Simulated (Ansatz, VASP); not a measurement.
**Ge: VASP beside Ansatz**

```
Ge
1.0
     0.00000    2.83897    2.79043
     2.83897    0.00000    2.79043
     2.83897    2.83897    0.00000
Ge
2
Direct
  0.00000 0.00000 0.00000
  0.25000 0.25000 0.25000
```

Change from the starting cell: strained cell.

Alike in both runs: functional LDA; k mesh 12 × 12 × 12; occupations gaussian, width 0.1 eV; no spin polarisation.

Ansatz relaxed the structure, and its values are those at the end. VASP's run is a single point on that final structure, the one shown.

|  | VASP | Ansatz |
| --- | --- | --- |
| version | VASP 6.6.1 | Ansatz 0.2.0 |
| potentials or method | VASP PAW LDA potentials, release 64 (Ge_d), cutoff 520 eV | scalar-relativistic, plane waves, PAW |
| valence electrons in the cell | 28 | 28 |

|  | VASP | Ansatz | Ansatz less VASP |
| --- | --- | --- | --- |
| gap on the k mesh at the Fermi level (eV) | 0.12 | 0.10 | -0.021 |
| least direct gap on the mesh (eV) | 0.13 | 0.13 | 0.000 |
| pressure (GPa) | -0.8 | -0.9 | -0.10 |

LDA's correlation is that of Perdew and Zunger in VASP and of Perdew and Wang (1992) in Ansatz. Ansatz's warnings: stress scf threshold loose.
